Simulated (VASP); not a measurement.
# PbF2 (Fm-3m) in VASP: notebook

PbF2 is run at these levels: r2SCAN+D4, r2SCAN+rVV10, PBE-based screened hybrid with 25 % exact exchange; tasks: single point, relaxation of cell and atoms.

All numbers are computed with VASP 6.6.1; they aren't measurements. Logs are shortened: lines on timing, memory, paths and dates and some standing lists are left out, and cuts for length are marked.

**1. The cell of the first run**

It takes space group Fm-3m (No. 225, cubic). Conventional cell: a = 5.944 Å, b = 5.944 Å, c = 5.944 Å, α = 90.00°, β = 90.00°, γ = 90.00°. Within 3.4 Å of Pb (site symmetry m-3m) lie 8 F at 2.57 Å. F (site symmetry -43m) has 4 Pb at 2.57 Å and 6 F at 2.97 Å within 3.4 Å.

**2. Single point, r2SCAN+D4**

POSCAR

```
PbF2
1.0
    0.0000000000      2.9722464964      2.9722464964
    2.9722464964      0.0000000000      2.9722464964
    2.9722464964      2.9722464964      0.0000000000
Pb F
1 2
Direct
    0.0000000000      0.0000000000      0.0000000000
    0.7500000000      0.7500000000      0.7500000000
    0.2500000000      0.2500000000      0.2500000000
```

INCAR.step1

```
SYSTEM = PbF2
PREC = Accurate ; ENCUT = 660
ISMEAR = -1 ; SIGMA = 0.05
LREAL = .False. ; LASPH = .True.
NELM = 120 ; NBANDS = 21
GGA = PE ; ALGO = Normal
EDIFF = 1E-5 ; LWAVE = .True.
LCHARG = .False. ; GGA_COMPAT = .False.
```

INCAR.step2

```
SYSTEM = PbF2
PREC = Accurate ; ENCUT = 660
EDIFF = 1E-6 ; ISMEAR = -1
SIGMA = 0.05 ; LREAL = .False.
LASPH = .True. ; NELM = 120
ALGO = Normal ; ISIF = 2
LWAVE = .False. ; LCHARG = .True.
METAGGA = R2SCAN ; LMIXTAU = .True.
IVDW = 13 ; VDW_S6 = 1.0
VDW_S8 = 0.6018749 ; VDW_A1 = 0.51559235
VDW_A2 = 5.77342911 ; LELF = .True.
LVHAR = .True. ; NBANDS = 21
ISTART = 1 ; GGA_COMPAT = .False.
```

KPOINTS

```
regular mesh
0
Gamma
  8 8 8
  0 0 0
```

Potentials or basis: VASP PAW PBE potentials, release 64 (Pb_d, F).

Command:

```sh
cat potpaw_PBE.64/Pb_d/POTCAR potpaw_PBE.64/F/POTCAR > POTCAR
cp INCAR.step1 INCAR
mpirun -np 1 vasp_std > vasp.out
cp INCAR.step2 INCAR
mpirun -np 1 vasp_std > vasp.out
```

OUTCAR:

```text
SYSTEM = PbF2
   PREC = Accurate
   ENCUT = 660
   EDIFF = 1E-6
   ISMEAR = -1
   LREAL = .False.
   LASPH = .True.
   NELM = 120
   ISIF = 2
   METAGGA = R2SCAN
   IVDW = 13
   ISTART = 1

 ion  position               nearest neighbor table
   1  0.000  0.000  0.000-   2 2.57   2 2.57   2 2.57   3 2.57   3 2.57   3 2.57   3 2.57   2 2.57

   2  0.750  0.750  0.750-   1 2.57   1 2.57   1 2.57   1 2.57
   3  0.250  0.250  0.250-   1 2.57   1 2.57   1 2.57   1 2.57

  LATTYP: Found a face centered cubic cell.
 ALAT       =     5.9444929928

  Lattice vectors:

 A1 = (   0.0000000000,   2.9722464964,   2.9722464964)
 A2 = (   2.9722464964,   0.0000000000,   2.9722464964)
 A3 = (   2.9722464964,   2.9722464964,   0.0000000000)

Analysis of symmetry for initial positions (statically):
=====================================================================
 Subroutine PRICEL returns:
 Original cell was already a primitive cell.

 Routine SETGRP: Setting up the symmetry group for a
 face centered cubic supercell.

 Subroutine GETGRP returns: Found 48 space group operations
 (whereof 48 operations were pure point group operations)
 out of a pool of 48 trial point group operations.

The static configuration has the point symmetry O_h .

Analysis of symmetry for dynamics (positions and initial velocities):
=====================================================================
 Subroutine PRICEL returns:
 Original cell was already a primitive cell.

 Routine SETGRP: Setting up the symmetry group for a
 face centered cubic supercell.

 Subroutine GETGRP returns: Found 48 space group operations
 (whereof 48 operations were pure point group operations)
 out of a pool of 48 trial point group operations.

The dynamic configuration has the point symmetry O_h .

 Subroutine INISYM returns: Found 48 space group operations
 (whereof 48 operations are pure point group operations),
 and found     1 'primitive' translations

----------------------------------------------------------------------------------------

                                     Primitive cell

  volume of cell :      52.5151

  direct lattice vectors                    reciprocal lattice vectors
     0.000000000  2.972246496  2.972246496    -0.168222925  0.168222925  0.168222925
[... 83 lines left out ...]
   LNONCOLLINEAR =      F non collinear calculations
   LSORBIT =      F    spin-orbit coupling
   LASPH  =      T    aspherical Exc in radial PAW
   ENCUT  =  660.0 eV  48.51 Ry    6.96 a.u.   8.80  8.80  8.80*2*pi/ulx,y,z
   NELM   =    120;   NELMIN=  2; NELMDL=  0     # of ELM steps
   EDIFF  = 0.1E-05   stopping-criterion for ELM
   LREAL  =      F    real-space projection
   EDIFFG = 0.1E-04   stopping-criterion for IOM
   NSW    =      0    number of steps for IOM
   IBRION =     -1    ionic relax: 0-MD 1-quasi-New 2-CG
   NFREE  =      0    steps in history (QN), initial steepest desc. (CG)
   ISIF   =      2    stress and relaxation
   ISYM   =      2    0-nonsym 1-usesym 2-fastsym
   POTIM  = 0.5000    time-step for ionic-motion
   TEBEG  =    0.0;   TEEND  =   0.0 temperature during run
   PSTRESS=    0.0 pullay stress
   NELECT =      28.0000    total number of electrons
   NUPDOWN=      -1.0000    fix difference up-down
   EMIN   =  10.00;   EMAX   =-10.00  energy-range for DOS
   EFERMI =   0.00;   METHOD = LEGACY
   ISMEAR =    -1;   SIGMA  =   0.05  broadening in eV -4-tet -1-fermi 0-gaus
   EFERMI_NEDOS =   21; number of points for ismear=-14 and -15
   IALGO  =     38    algorithm
   IMIX   =      4    mixing-type and parameters
     AMIX     =   0.40;   BMIX     =  1.00
     AMIX_MAG =   1.60;   BMIX_MAG =  1.00
  volume/ion in A,a.u.               =      17.51       118.13
  Fermi-wavevector in a.u.,A,eV,Ry     =   1.327494  2.508601 23.976748  1.762241
  Thomas-Fermi vector in A             =   2.456802
   LORBIT       =      0    0 simple, 1 ext, 2 COOP (PROOUT), +10 PAW based schemes
   METAGGA = R2SCAN    functional components
   LHFCALC =     F    Hartree Fock is set to
   AEXX    =    0.0000 exact exchange contribution
   IVDW    =    13    specifies the selected vdW correction
   LEPSILON=     F    determine dielectric tensor
   LRPA    =     F    only Hartree local field effects (RPA)
 non-spin polarized calculation
  energy-cutoff  :      660.00
  volume of cell :       52.52
 maximum number of plane-waves:      2085
   NGX = 17   NGY = 17   NGZ = 17

 number of electron      28.0000006 magnetization

 Free energy of the ion-electron system (eV)
  ---------------------------------------------------
  ext. energy  EPLUGINS =         0.00000000
  ---------------------------------------------------
  free energy    TOTEN  =       -70.16827889 eV

  energy without entropy =      -70.16827889  energy(sigma->0) =      -70.16827889

 E-fermi :   2.6231     XC(G=0):  -9.9625

 val. band max:        1.3958125949   @ k =  -0.2500   0.5000   0.2500
 cond. band min:       6.3337469174   @ k =   0.5000   0.5000   0.0000
 fundamental gap:      4.9379343226
 Fermi energy:         2.6231390252

 k-point     1 :       0.0000    0.0000    0.0000
  band No.  band energies     occupation
      1     -20.9147      2.00000
      2     -20.3413      2.00000
      3     -13.4555      2.00000
      4     -13.4555      2.00000
      5     -13.4555      2.00000
      6     -13.4091      2.00000
[... 565 lines left out ...]
     20      18.1538      0.00000
     21      18.5631      0.00000

 [... further k-points ...]

------------------------ aborting loop because EDIFF is reached ----------------------------------------

  DFT-D4 for vdW energy calculation

  Edisp (eV):   -0.19958

  FORCE on cell =-STRESS in cart. coord.  units (eV):
  Direction    XX          YY          ZZ          XY          YZ          ZX
  --------------------------------------------------------------------------------------
  -------------------------------------------------------------------------------------
  Total      -0.04192    -0.04192    -0.04192    -0.00000     0.00000     0.00000
  in kB      -1.27889    -1.27889    -1.27889    -0.00000     0.00000     0.00000
  external pressure =       -1.28 kB  Pullay stress =        0.00 kB

 VOLUME and BASIS-vectors are now :
 -----------------------------------------------------------------------------
  energy-cutoff  :      660.00
  volume of cell :       52.52
      direct lattice vectors                 reciprocal lattice vectors
     0.000000000  2.972246496  2.972246496    -0.168222925  0.168222925  0.168222925
     2.972246496  0.000000000  2.972246496     0.168222925 -0.168222925  0.168222925
     2.972246496  2.972246496  0.000000000     0.168222925  0.168222925 -0.168222925

 POSITION                                       TOTAL-FORCE (eV/Angst)
 -----------------------------------------------------------------------------------
      0.00000      0.00000      0.00000        -0.000000      0.000000     -0.000000
      4.45837      4.45837      4.45837        -0.000000      0.000000      0.000000
      1.48612      1.48612      1.48612         0.000000     -0.000000     -0.000000
 -----------------------------------------------------------------------------------
    total drift:                                0.000000      0.000000      0.000000

  FREE ENERGIE OF THE ION-ELECTRON SYSTEM (eV)
  ---------------------------------------------------
  free  energy   TOTEN  =       -70.3678592814 eV

  energy  without entropy=      -70.3678592814  energy(sigma->0) =      -70.36785928
```

OUTCAR.step1:

```text
SYSTEM = PbF2
   PREC = Accurate
   ENCUT = 660
   ISMEAR = -1
   LREAL = .False.
   LASPH = .True.
   NELM = 120
[... 799 lines left out ...]
      0.00000      0.00000      0.00000        -0.000000      0.000000     -0.000000
      4.45837      4.45837      4.45837        -0.000000     -0.000000     -0.000000
      1.48612      1.48612      1.48612         0.000000      0.000000      0.000000
 -----------------------------------------------------------------------------------
    total drift:                                0.000000      0.000000      0.000000

  FREE ENERGIE OF THE ION-ELECTRON SYSTEM (eV)
  ---------------------------------------------------
  free  energy   TOTEN  =       -14.3471494144 eV

  energy  without entropy=      -14.3471494144  energy(sigma->0) =      -14.34714941
```

Wall time 67 s (1 thread of Intel Xeon 6975P-C (Granite Rapids), shared host); peak memory 0.23 GiB.

Results:

```yaml
Free_energy: -70.3679 eV
Pressure: -0.1 GPa
Band_gap_on_the_k_mesh: 4.94 eV (least direct gap 5.08 eV)
Dispersion_energy_per_atom: -0.067 eV
```

Caveat: the PAW data sets were made with another functional, which shifts forces and pressure a little; spin-orbit coupling is left out, which moves the levels of the heavy elements. A k mesh can miss the band edges.

**3. Relaxation of cell and atoms, r2SCAN+rVV10**

This run uses another cell than the first one, of 17.35 Å³/atom.

POSCAR

```
PbF2
1.0
    0.0000000000      2.9636600000      2.9636600000
    2.9636600000      0.0000000000      2.9636600000
    2.9636600000      2.9636600000      0.0000000000
Pb F
1 2
Direct
    0.0000000000      0.0000000000      0.0000000000
    0.7500000000      0.7500000000      0.7500000000
    0.2500000000      0.2500000000      0.2500000000
```

INCAR.step1

```
ALGO = Normal
EDIFF = 1E-5
EDIFFG = -0.005
ENCUT = 660
GGA = PE
GGA_COMPAT = False
IBRION = 2
ISIF = 3
ISMEAR = -1
LASPH = True
LCHARG = False
LREAL = False
LWAVE = True
NELM = 120
NELMIN = 4
NSW = 100
PREC = Accurate
SIGMA = 0.05
```

INCAR.step2

```
ALGO = Normal
BPARAM = 11.95
CPARAM = 0.0093
EDIFF = 1E-7
EDIFFG = -0.01
ENCUT = 660
GGA_COMPAT = False
IBRION = 2
ISIF = 3
ISMEAR = -1
ISTART = 1
IVDW_NL = 2
LASPH = True
LCHARG = False
LMIXTAU = True
LREAL = False
LUSE_VDW = True
LWAVE = False
METAGGA = R2SCAN
NELM = 120
NELMIN = 4
NSW = 60
PREC = Accurate
SIGMA = 0.05
```

KPOINTS

```
k-points
0
Gamma
  8 8 8
```

Potentials or basis: VASP PAW PBE potentials, release 64 (Pb_d, F).

Command:

```sh
cat potpaw_PBE.64/Pb_d/POTCAR potpaw_PBE.64/F/POTCAR > POTCAR
cp INCAR.step1 INCAR
mpirun -np 1 vasp_std > vasp.out
cp INCAR.step2 INCAR
mpirun -np 1 vasp_std > vasp.out
```

Wall time 5.5 min (1 thread of Intel Xeon 6975P-C (Granite Rapids), shared host); peak memory 0.41 GiB.

Results (log left out):

- Free energy: -69.2647 eV
- Relaxed volume: 17.04 Å³/atom
- Relaxed cell: a = 4.166 Å, b = 4.166 Å, c = 4.166 Å, α = 60.00°, β = 60.00°, γ = 60.00°
- Space group after relaxing (to 0.1 Å): Fm-3m (No. 225)
- Energy gained by relaxing: 1.4 meV/atom
- Ionic steps: 3
- Pressure after relaxing: 0.0 GPa
- Band gap on the k mesh: 4.88 eV (least direct gap 5.03 eV)

The path:
| step | energy change (eV) | largest force (eV/Å) | pressure (GPa) | volume (Å³) |
| --- | --- | --- | --- | --- |
| 1 | 0.0000 | 0.0000 | -1.43 | 52.06 |
| 2 | -0.0040 | 0.0000 | 0.36 | 50.90 |
| 3 | -0.0043 | 0.0000 | 0.00 | 51.12 |

Final structure:
```
CELL_PARAMETERS angstrom
0.00000 2.94576 2.94576
2.94576 0.00000 2.94576
2.94576 2.94576 0.00000
ATOMIC_POSITIONS crystal
Pb 0.00000 0.00000 0.00000
F 0.75000 0.75000 0.75000
F 0.25000 0.25000 0.25000
```

Levels at points of the mesh, in eV from the valence-band top:
```
           k point  band 12  band 13  band 14  band 15  band 16  band 17
(0.00, 0.00, 0.00)    -2.27    -2.27    -2.27     7.28     7.28     7.28
(0.50, 0.00, 0.00)    -2.45    -2.45    -0.07     5.28     8.27     8.27
(0.50, 0.50, 0.00)    -1.85    -1.85    -0.15     4.88     8.49     8.49
```

Caveat: the PAW data sets were made with another functional, which shifts forces and pressure a little; spin-orbit coupling is left out, which moves the levels of the heavy elements. A k mesh can miss the band edges.

**4. Single point, PBE-based screened hybrid with 25 % exact exchange**

This run uses another cell than the first one, of 17.35 Å³/atom.

POSCAR is that of step 3.

INCAR.step1

```
PREC = Accurate
ENCUT = 520
EDIFF = 1E-5
ISMEAR = -1
SIGMA = 0.05
LREAL = F
LASPH = T
NELM = 120
ALGO = Normal
ISIF = 2
LWAVE = T
NBANDS = 21
GGA = PE
GGA_COMPAT = F
```

INCAR.step2

```
PREC = Accurate
ENCUT = 520
EDIFF = 1E-6
ISMEAR = -1
SIGMA = 0.05
LREAL = F
LASPH = T
NELM = 120
ALGO = Normal
ISIF = 2
LWAVE = F
LCHARG = T
GGA = PE
LHFCALC = T
AEXX = 0.25
HFSCREEN = 0.3
PRECFOCK = Normal
LELF = T
LVHAR = T
NBANDS = 21
ISTART = 1
GGA_COMPAT = F
```

KPOINTS

```
Automatic mesh
0
Gamma
  4 4 4
```

Command:

```sh
cat potpaw_PBE.64/Pb_d/POTCAR potpaw_PBE.64/F/POTCAR > POTCAR
cp INCAR.step1 INCAR
mpirun -np 1 vasp_std > vasp.out
cp INCAR.step2 INCAR
mpirun -np 1 vasp_std > vasp.out
```

Run time: 11 min. Hardware: 1 thread of AMD EPYC 9R45 (Zen 5), shared host; peak memory 0.26 GiB.

Results (log left out):

```yaml
Free_energy: -17.3962 eV
Pressure: 0.9 GPa
Band_gap_on_the_k_mesh: 5.49 eV (least direct gap 5.63 eV)
```

Levels at points of the mesh, in eV from the valence-band top:
```
           k point  band 10  band 11  band 12  band 13  band 14  band 15  band 16  band 17  band 18  band 19
(0.00, 0.00, 0.00)    -3.11    -3.11    -2.57    -2.57    -2.57     7.94     7.94     7.94    11.72    16.43
(0.50, 0.00, 0.00)    -3.28    -3.28    -2.76    -2.76    -0.12     6.03     8.90     8.90    14.39    15.01
(0.50, 0.50, 0.00)    -4.17    -2.14    -2.14    -2.14    -0.13     5.49     9.14     9.14     9.99    15.54
```

Caveat: the k points lie up to 0.46 Å⁻¹ apart; the PAW data sets were made with another functional, which shifts forces and pressure a little; spin-orbit coupling is left out, which moves the levels of the heavy elements.

**5. Summary**

```csv
task,level,cell,k mesh,cutoff (eV),grid for exact exchange (PRECFOCK),share of exact exchange,screening parameter,gap on the mesh (eV),pressure (GPa)
single point,r2SCAN+D4,"a = 4.203 Å, angles 60.0°, 3 atoms",8 × 8 × 8,660,-,-,-,4.94,-0.1
relaxation of cell and atoms,r2SCAN+rVV10,"relaxed from a = 4.191 Å, angles 60.0°, 3 atoms",8 × 8 × 8,660,-,-,-,4.88,0.0
single point,PBE-based screened hybrid with 25 % exact exchange,"a = 4.191 Å, angles 60.0°, 3 atoms",4 × 4 × 4,520,Normal,0.25,0.3 1/Å,5.49,0.9
```

Alike in all rows: potentials or basis VASP PAW PBE potentials, release 64 (Pb_d, F); no spin polarisation; smearing fermi-dirac 0.05 eV.

Caveats: some runs use coarse meshes; the PAW data sets were made with another functional, which shifts forces and pressure a little; spin-orbit coupling is left out, which moves the levels of the heavy elements.

Total energies depend on the potentials used, so only differences within one code and one set of settings carry meaning.
